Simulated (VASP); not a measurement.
Here is a VASP 6.6.1 calculation.

INCAR

```
PREC     = Accurate       # precision mode
ENCUT    = 600            # plane-wave cutoff, eV
EDIFF    = 1E-7           # SCF threshold, eV
ISMEAR   = 0              # smearing method
SIGMA    = 0.1            # smearing width, eV
LREAL    = False          # projectors in reciprocal space
LASPH    = True           # aspherical terms in the spheres
NELM     = 100            # most SCF steps
ALGO     = Fast           # electronic algorithm
ISIF     = 3              # what is computed and relaxed
LWAVE    = False          # write WAVECAR
LCHARG   = False          # write CHGCAR
GGA      = PS             # functional
IBRION   = 2              # ionic algorithm
NSW      = 70             # ionic steps
EDIFFG   = -0.004         # ionic threshold
PSTRESS  = 1000.0
```

KPOINTS

```
regular mesh
0
Gamma
  20 20 20
```

The input POSCAR:

```
Mg
1.0
   -1.4067699698      1.4067699698      1.4067699698
    1.4067699698     -1.4067699698      1.4067699698
    1.4067699698      1.4067699698     -1.4067699698
Mg
1
Direct
    0.0000000000      0.0000000000      0.0000000000
```

Potentials or basis: VASP PAW PBE potentials, release 64 (Mg).

The run is started by

```bash
$ cat potpaw_PBE.64/Mg/POTCAR > POTCAR
$ mpirun -np 1 vasp_std > vasp.out
```

Q: Predict the band gap on the k mesh.

A: Zero (bands 1 and 2 overlap by 4.73 eV).

Q: Predict the relaxed cell.

A: a = 2.443 Å, b = 2.443 Å, c = 2.443 Å, α = 109.47°, β = 109.47°, γ = 109.47°.

Final structure:
```yaml
crystal:
  lattice:
    - [-1.41050, 1.41050, 1.41050]
    - [1.41050, -1.41050, 1.41050]
    - [1.41050, 1.41050, -1.41050]
  atoms:
    - { symbol: Mg, position: [0.00000, 0.00000, 0.00000] }
```

Caveat: the cell is relaxed towards a set pressure, so the run minimises the enthalpy, not the energy.
